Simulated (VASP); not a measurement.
# Rb (I4/mmm) in VASP: single point with LDA

Aim: the single point of Rb with LDA.

Everything below comes from runs of VASP 6.6.1. Logs are shortened: lines on timing, memory, paths and dates and some standing lists are left out, and cuts for length are marked.

## 1. The cell of the first run

The typed cell holds 1 atom: a = 5.004 Å, b = 5.004 Å, c = 5.778 Å, α = 54.73°, β = 54.73°, γ = 70.53°.

## 2. Single point, LDA

File INCAR:

```
SYSTEM = Rb
PREC = Accurate
ENCUT = 520
EDIFF = 1E-6
ISMEAR = 0
SIGMA = 0.15
LREAL = .FALSE.
LASPH = .TRUE.
NELM = 60
ALGO = Fast
ISIF = 2
LWAVE = .FALSE.
LCHARG = .FALSE.
GGA = CA
NBANDS = 10
```

File KPOINTS:

```
regular mesh
0
G
  12 12 12
  0 0 0
```

File POSCAR:

```
Rb
1.0
    0.0000000000      4.0858380820      2.8886875240
    4.0858380820      0.0000000000      2.8886875240
    4.0858380820      4.0858380820      0.0000000000
Rb
1
Direct
    0.0000000000      0.0000000000      0.0000000000
```

Potentials or basis: VASP PAW LDA potentials, release 64 (Rb_sv).

Run with:

```sh
> cat potpaw_LDA.64/Rb_sv/POTCAR > POTCAR
> mpirun -np 1 vasp_std > vasp.out
```

OUTCAR:

```text
SYSTEM = Rb
   PREC = Accurate
   ENCUT = 520
   EDIFF = 1E-6
   ISMEAR = 0
   LREAL = .FALSE.
   LASPH = .TRUE.
   NELM = 60
   ISIF = 2
   GGA = CA

 ion  position               nearest neighbor table
   1  0.000  0.000  0.000-

  LATTYP: Found a body centered tetragonal cell.
 ALAT       =     5.7782476292
 C/A-ratio  =     0.9998489886

  Lattice vectors:

 A1 = (   0.0000000000,  -4.0858380820,  -2.8886875240)
 A2 = (   0.0000000000,   4.0858380820,  -2.8886875240)
 A3 = (   4.0858380820,   0.0000000000,   2.8886875240)

Analysis of symmetry for initial positions (statically):
=====================================================================
 Subroutine PRICEL returns:
 Original cell was already a primitive cell.

 Routine SETGRP: Setting up the symmetry group for a
 body centered tetragonal supercell.

 Subroutine GETGRP returns: Found 16 space group operations
 (whereof 16 operations were pure point group operations)
 out of a pool of 16 trial point group operations.

The static configuration has the point symmetry D_4h.

Analysis of symmetry for dynamics (positions and initial velocities):
=====================================================================
 Subroutine PRICEL returns:
 Original cell was already a primitive cell.

 Routine SETGRP: Setting up the symmetry group for a
 body centered tetragonal supercell.

 Subroutine GETGRP returns: Found 16 space group operations
 (whereof 16 operations were pure point group operations)
 out of a pool of 16 trial point group operations.

The dynamic configuration has the point symmetry D_4h.

 Subroutine INISYM returns: Found 16 space group operations
 (whereof 16 operations are pure point group operations),
 and found     1 'primitive' translations

----------------------------------------------------------------------------------------

                                     Primitive cell

  volume of cell :      96.4479

  direct lattice vectors                    reciprocal lattice vectors
     0.000000000  4.085838082  2.888687524    -0.122373914  0.122373914  0.173088988
     4.085838082  0.000000000  2.888687524     0.122373914 -0.122373914  0.173088988
     4.085838082  4.085838082  0.000000000     0.122373914  0.122373914 -0.173088988

  length of vectors
     5.003857356  5.003857356  5.778247629     0.244766312  0.244766312  0.244766312

  position of ions in fractional coordinates (direct lattice)
     0.000000000  0.000000000  0.000000000

  ion indices of the primitive-cell ions
   primitive index   ion index
                 1           1

----------------------------------------------------------------------------------------

 KPOINTS: regular mesh

Automatic generation of k-mesh.
 Grid dimensions read from file:
 generate k-points for:   12   12   12

 Generating k-lattice:

  Cartesian coordinates                     Fractional coordinates (reciprocal lattice)
    -0.010197826  0.010197826  0.014424082     0.083333333  0.000000000  0.000000000
     0.010197826 -0.010197826  0.014424082     0.000000000  0.083333333  0.000000000
     0.010197826  0.010197826 -0.014424082     0.000000000  0.000000000  0.083333333

  Length of vectors
     0.020397193  0.020397193  0.020397193

  Shift w.r.t. Gamma in fractional coordinates (k-lattice)
     0.000000000  0.000000000  0.000000000

 Subroutine IBZKPT returns following result:
 ===========================================

 Found    163 irreducible k-points:

 Following reciprocal coordinates:
            Coordinates               Weight
  0.000000  0.000000  0.000000      1.000000
  0.083333  0.000000  0.000000      8.000000
  0.166667 -0.000000  0.000000      8.000000
  0.250000 -0.000000  0.000000      8.000000
  0.333333 -0.000000  0.000000      8.000000
  0.416667 -0.000000  0.000000      8.000000
[... 16 lines left out ...]
  0.500000  0.166667  0.000000      8.000000
 -0.416667  0.166667  0.000000      8.000000
 [... further k-points ...]
   k-points           NKPTS =    163   k-points in BZ     NKDIM =    163   number of bands    NBANDS=     10
   number of dos      NEDOS =    301   number of ions     NIONS =      1
   total plane-waves  NPLWV =  76800
   dimension x,y,z NGX =    40 NGY =   40 NGZ =   48
   dimension x,y,z NGXF=    80 NGYF=   80 NGZF=   96
   ions per type =               1
   NGX,Y,Z   is equivalent  to a cutoff of  13.29, 13.29, 13.81 a.u.
   NGXF,Y,Z  is equivalent  to a cutoff of  26.58, 26.58, 27.62 a.u.
 SYSTEM =  Rb
   PREC   = accura    normal or accurate (medium, high low for compatibility)
   ISTART =      0    job   : 0-new  1-cont  2-samecut
   ICHARG =      2    charge: 1-file 2-atom 10-const
   ISPIN  =      1    spin polarized calculation?
   LNONCOLLINEAR =      F non collinear calculations
   LSORBIT =      F    spin-orbit coupling
   LASPH  =      T    aspherical Exc in radial PAW
   ENCUT  =  520.0 eV  38.22 Ry    6.18 a.u.   9.30  9.30 10.74*2*pi/ulx,y,z
   NELM   =     60;   NELMIN=  2; NELMDL= -5     # of ELM steps
   EDIFF  = 0.1E-05   stopping-criterion for ELM
   LREAL  =      F    real-space projection
   EDIFFG = 0.1E-04   stopping-criterion for IOM
   NSW    =      0    number of steps for IOM
   IBRION =     -1    ionic relax: 0-MD 1-quasi-New 2-CG
   NFREE  =      0    steps in history (QN), initial steepest desc. (CG)
   ISIF   =      2    stress and relaxation
   ISYM   =      2    0-nonsym 1-usesym 2-fastsym
   POTIM  = 0.5000    time-step for ionic-motion
   TEBEG  =    0.0;   TEEND  =   0.0 temperature during run
   PSTRESS=    0.0 pullay stress
   NELECT =       9.0000    total number of electrons
   NUPDOWN=      -1.0000    fix difference up-down
   EMIN   =  10.00;   EMAX   =-10.00  energy-range for DOS
   EFERMI =   0.00;   METHOD = LEGACY
   ISMEAR =     0;   SIGMA  =   0.15  broadening in eV -4-tet -1-fermi 0-gaus
   EFERMI_NEDOS =   21; number of points for ismear=-14 and -15
   IALGO  =     68    algorithm
   IMIX   =      4    mixing-type and parameters
     AMIX     =   0.40;   BMIX     =  1.00
     AMIX_MAG =   1.60;   BMIX_MAG =  1.00
  volume/ion in A,a.u.               =      96.45       650.86
  Fermi-wavevector in a.u.,A,eV,Ry     =   0.742548  1.403213  7.501953  0.551378
  Thomas-Fermi vector in A             =   1.837453
   LORBIT       =      0    0 simple, 1 ext, 2 COOP (PROOUT), +10 PAW based schemes
   GGA     = CA    functional components
   LHFCALC =     F    Hartree Fock is set to
   AEXX    =    0.0000 exact exchange contribution
   IVDW    =     0    specifies the selected vdW correction
   LEPSILON=     F    determine dielectric tensor
   LRPA    =     F    only Hartree local field effects (RPA)
 non-spin polarized calculation
 RMM-DIIS sequential band-by-band and
 Gauss-broadening in eV      SIGMA  =   0.15
  energy-cutoff  :      520.00
  volume of cell :       96.45
 maximum number of plane-waves:      2616
 NGX is ok and might be reduce to    40
   NGX = 19   NGY = 19   NGZ = 21

 number of electron       9.0000000 magnetization

 Free energy of the ion-electron system (eV)
  ---------------------------------------------------
  ext. energy  EPLUGINS =         0.00000000
  ---------------------------------------------------
  free energy    TOTEN  =        -1.02860015 eV

  energy without entropy =       -1.01698836  energy(sigma->0) =       -1.02279426

 E-fermi :  -0.3334     XC(G=0):  -5.5314

 val. band max:       -0.3461271517   @ k =   0.4167   0.2500   0.0833
 cond. band min:      -0.3059059579   @ k =   0.5000  -0.0000   0.3333
 fundamental gap:      0.0402211938
 Fermi energy:        -0.3333522978

 k-point     1 :       0.0000    0.0000    0.0000
  band No.  band energies     occupation
      1     -29.1604      2.00000
      2     -13.2656      2.00000
      3     -13.2656      2.00000
      4     -13.2656      2.00000
      5      -2.2321      2.00000
      6       3.1966      0.00000
      7       3.1973      0.00000
      8       3.1973      0.00000
      9       4.1269      0.00000
     10       4.1279      0.00000

 k-point     2 :       0.0833    0.0000    0.0000
  band No.  band energies     occupation
      1     -29.1601      2.00000
      2     -13.2711      2.00000
      3     -13.2674      2.00000
      4     -13.2656      2.00000
      5      -2.1536      2.00000
      6       3.0876      0.00000
      7       3.0932      0.00000
      8       3.2675      0.00000
      9       3.9660      0.00000
     10       4.1017      0.00000

 k-point     3 :       0.1667   -0.0000    0.0000
  band No.  band energies     occupation
      1     -29.1595      2.00000
      2     -13.2860      2.00000
      3     -13.2724      2.00000
      4     -13.2655      2.00000
      5      -1.9227      2.00000
      6       2.6749      0.00000
      7       2.8541      0.00000
      8       3.4766      0.00000
      9       3.8720      0.00000
     10       4.0623      0.00000

 k-point     4 :       0.2500   -0.0000    0.0000
  band No.  band energies     occupation
      1     -29.1587      2.00000
      2     -13.3062      2.00000
      3     -13.2793      2.00000
      4     -13.2655      2.00000
      5      -1.5531      2.00000
      6       2.0923      0.00000
      7       2.5930      0.00000
      8       3.8170      0.00000
      9       3.9317      0.00000
     10       4.0721      0.00000
[... 222 lines left out ...]
 k-point    22 :       0.4167    0.1667    0.0000
  band No.  band energies     occupation
      1     -29.1567      2.00000
      2     -13.3356      2.00000
      3     -13.2988      2.00000
      4     -13.2805      2.00000
      5      -0.2417      0.38740
      6       1.0148      0.00000
      7       2.3716      0.00000
      8       2.7609      0.00000
      9       4.1029      0.00000
     10       4.8103      0.00000

 k-point    23 :       0.5000    0.1667    0.0000
  band No.  band energies     occupation
      1     -29.1565      2.00000
      2     -13.3404      2.00000
      3     -13.3007      2.00000
      4     -13.2803      2.00000
      5       0.2161      0.00000
      6       0.5568      0.00000
      7       2.3344      0.00000
      8       2.6801      0.00000
      9       4.2064      0.00000
     10       5.2488      0.00000

 k-point    24 :      -0.4167    0.1667    0.0000
  band No.  band energies     occupation
      1     -29.1567      2.00000
      2     -13.3356      2.00000
      3     -13.2988      2.00000
      4     -13.2805      2.00000
      5      -0.2420      0.38918
      6       1.0151      0.00000
      7       2.3717      0.00000
      8       2.7609      0.00000
      9       4.1028      0.00000
     10       4.8166      0.00000

 [... further k-points ...]
[... 5 lines left out ...]
  --------------------------------------------------------------------------------------
  -------------------------------------------------------------------------------------
  Total       -0.3101386     -0.3101386     -0.3101546      0.0000000      0.0000000      0.0000000
  in kB       -5.1519732     -5.1519732     -5.1522385      0.0000000      0.0000000      0.0000000
  external PRESSURE =      -5.1520617 kB  Pullay stress =       0.0000000 kB

 VOLUME and BASIS-vectors are now :
 -----------------------------------------------------------------------------
  energy-cutoff  :      520.00
  volume of cell :       96.45
      direct lattice vectors                 reciprocal lattice vectors
     0.000000000  4.085838082  2.888687524    -0.122373914  0.122373914  0.173088988
     4.085838082  0.000000000  2.888687524     0.122373914 -0.122373914  0.173088988
     4.085838082  4.085838082  0.000000000     0.122373914  0.122373914 -0.173088988

 POSITION                                       TOTAL-FORCE (eV/Angst)
 -----------------------------------------------------------------------------------
      0.00000      0.00000      0.00000         0.000000      0.000000     -0.000000
 -----------------------------------------------------------------------------------
    total drift:                               -0.000000      0.000000     -0.000000

  FREE ENERGIE OF THE ION-ELECTRON SYSTEM (eV)
  ---------------------------------------------------
  free  energy   TOTEN  =        -1.0286001476 eV

  energy  without entropy=       -1.0169883648  energy(sigma->0) =       -1.02279426
```

It took 6.9 min on 1 thread of Intel Xeon 8259CL, shared host; peak memory 0.31 GiB.

Results:

```
Free energy            : -1.0286 eV
Pressure               : -0.5 GPa
Band gap on the k mesh : zero (an odd number of electrons rules out a gap without spin polarisation)
```

Levels at points of the mesh, in eV from the Fermi level:
```tsv
k point	band 2	band 3	band 4	band 5	band 6	band 7	band 8	band 9
(0.00, 0.00, 0.00)	-12.93	-12.93	-12.93	-1.90	3.53	3.53	3.53	4.46
(0.50, 0.00, 0.00)	-13.01	-12.96	-12.93	0.22	0.81	2.53	4.03	5.01
(0.50, 0.50, 0.00)	-12.99	-12.99	-12.99	1.32	1.33	3.11	3.11	3.11
(0.50, 0.00, 0.50)	-13.01	-12.96	-12.93	0.22	0.81	2.53	4.03	5.01
```
